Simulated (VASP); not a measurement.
Wanted: the native input for a VASP 6.6.1 run.

- Task: single point
- Functional: PBEsol
- Potentials or basis: VASP PAW PBE potentials, release 64 (Hf_pv)
- Cutoff: 520 eV
- k mesh: 14 × 14 × 8
- Occupations: fermi-dirac, width 0.08 eV
- Spin: no spin polarisation
- Dipole correction: no
- Further INCAR settings: ALGO = Normal; EDIFF = 1e-06; NBANDS = 17

The structure of Hf lies in POSCAR:

```
Hf
1.0
    2.7932622009      0.0000000000      0.0000000000
   -1.3966311005      2.4190360254      0.0000000000
    0.0000000000      0.0000000000      4.6051509512
Hf
2
Direct
    0.3333333333      0.6666666667      0.2500000000
    0.6666666667      0.3333333333      0.7500000000
```

This cell differs from its parent crystal: volume scaled by 0.72.

These files were run (other wordings do the same):

INCAR

```
PREC     = Accurate       # precision mode
ENCUT    = 520            # plane-wave cutoff, eV
EDIFF    = 1E-6           # SCF threshold, eV
ISMEAR   = -1             # smearing method
SIGMA    = 0.08           # smearing width, eV
LREAL    = False          # projectors in reciprocal space
LASPH    = True           # aspherical terms in the spheres
NELM     = 80             # most SCF steps
ALGO     = Normal         # electronic algorithm
ISIF     = 2              # what is computed and relaxed
LWAVE    = False          # write WAVECAR
LCHARG   = False          # write CHGCAR
GGA      = PS             # functional
NBANDS   = 17             # bands
```

KPOINTS

```
regular mesh
0
Gamma
  14 14 8
```

Potentials or basis: VASP PAW PBE potentials, release 64 (Hf_pv).

Command:

```bash
$ cat potpaw_PBE.64/Hf_pv/POTCAR > POTCAR
$ mpirun -np 1 vasp_std > vasp.out
```

Results of the run:

The pressure is 63.0 GPa. The band gap on the k mesh is zero (band 10 reaches 9.04 eV, above the bottom of band 11 at 7.25 eV).

Caveat: the PAW data sets were made with another functional, which shifts forces and pressure a little; spin-orbit coupling is left out, which moves the levels of the heavy elements.

Wall time 30 s on 1 thread of AMD EPYC 9R45 96-Core Processor (Zen 5) (shared host), peak memory 0.16 GiB.
